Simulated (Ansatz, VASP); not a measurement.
BN: VASP beside Ansatz

Contents of INCAR:

```
SYSTEM = BN
PREC = Accurate ; ENCUT = 520
EDIFF = 1E-6 ; ISMEAR = 0
SIGMA = 0.05 ; LREAL = .FALSE.
LASPH = .TRUE. ; NELM = 80
ALGO = Normal ; ISIF = 2
LWAVE = .FALSE. ; LCHARG = .FALSE.
LDIPOL = .TRUE. ; IDIPOL = 3
DIPOL = 0.5 0.5 0.500 ; GGA = PS
NBANDS = 26
```

The input KPOINTS:

```
Automatic mesh
0
G
  12 12 1
  0 0 0
```

File POSCAR:

```
BN
1.0
    2.5043488730      0.0000000000      0.0000000000
   -1.2521744365      2.1688297439      0.0000000000
    0.0000000000      0.0000000000     25.5286415822
B N
4 4
Direct
    0.6666666667      0.3333333333      0.2937876650
    0.3333333333      0.6666666667      0.4312625550
    0.6666666667      0.3333333333      0.5687374450
    0.3333333333      0.6666666667      0.7062123350
    0.3333333333      0.6666666667      0.2937876650
    0.6666666667      0.3333333333      0.4312625550
    0.3333333333      0.6666666667      0.5687374450
    0.6666666667      0.3333333333      0.7062123350
```

Input for Ansatz:

```yaml
crystal:
  lattice:
    - [2.504348873, 0.0, 0.0]
    - [-1.2521744365, 2.1688297439, 0.0]
    - [0.0, 0.0, 25.5286415822]
  atoms:
    - { symbol: B, position: [0.6666666667, 0.3333333333, 0.293787665] }
    - { symbol: "N", position: [0.3333333333, 0.6666666667, 0.293787665] }
    - { symbol: B, position: [0.3333333333, 0.6666666667, 0.431262555] }
    - { symbol: "N", position: [0.6666666667, 0.3333333333, 0.431262555] }
    - { symbol: B, position: [0.6666666667, 0.3333333333, 0.568737445] }
    - { symbol: "N", position: [0.3333333333, 0.6666666667, 0.568737445] }
    - { symbol: B, position: [0.3333333333, 0.6666666667, 0.706212335] }
    - { symbol: "N", position: [0.6666666667, 0.3333333333, 0.706212335] }
basis:
  ecutwfc: 420
kpoints:
  mp_grid: { grid: [12, 12, 1] }
hamiltonian:
  xc: pbesol
scf:
  occupations: { method: gaussian, width: 0.05 }
output:
  forces: true
  stress: true
  eigenvalues: true
  write_density: true
  write_potential: true
  elf: true
  volumetric_format: npy
efield:
  axis: 3
  dipole_correction: true
  ramp_width: 0.04
```

Alike in both runs: task single point; functional PBEsol; k mesh 12 × 12 × 1; occupations gaussian, width 0.05 eV; no spin polarisation.

```csv
,VASP,Ansatz
version,VASP 6.6.1,Ansatz 0.2.0
potentials or method,"VASP PAW PBE potentials, release 64 (B, N), cutoff 520 eV","scalar-relativistic, plane waves, PAW"
valence electrons in the cell,32,32
```

```tsv
	VASP	Ansatz	Ansatz less VASP
gap on the k mesh at the Fermi level (eV)	4.32	4.33	+0.010
least direct gap on the mesh (eV)	4.62	4.63	+0.006
rms of the force components (eV/Å)	0.011	0.011	0.0000
```

VASP's potentials were made for PBE, not for PBEsol. With one functional, cell and mesh, what is left measures potentials, basis and numerics. Ansatz's warnings: xc potential rough in thin density.
